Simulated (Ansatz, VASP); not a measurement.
One calculation of MnS, two programs

```
CELL_PARAMETERS angstrom
0.00000 2.46876 2.46876
2.46876 0.00000 2.46876
2.46876 2.46876 0.00000
ATOMIC_POSITIONS crystal
Mn 0.00000 0.00000 0.00000
S 0.50000 0.50000 0.50000
```

Alike in both runs: task single point; functional PBE; k mesh 14 × 14 × 14; occupations gaussian, width 0.1 eV; collinear spin.

|  | VASP | Ansatz |
| --- | --- | --- |
| version | VASP 6.6.1 | Ansatz 0.2.0 |
| potentials or method | VASP PAW PBE potentials, release 64 (Mn_pv, S), cutoff 520 eV | scalar-relativistic, plane waves, PAW |
| valence electrons in the cell | 19 | 21 |

```tsv
	VASP	Ansatz	Ansatz less VASP
gap on the k mesh at the Fermi level (eV)	none	none	-
pressure (GPa)	6.3	6.2	-0.09
net moment per atom (μB)	2.08	2.08	-0.002
size of the moment on the site where the two differ most (μB)	3.84	3.72	-0.118
```

Site moments also hang on the region over which each program counts them. A gap of «none» marks a metal or a gap that the smearing closes. VASP's potentials hold 19 valence electrons a cell and Ansatz's 21, so a difference there can come from the potentials and not from the codes.
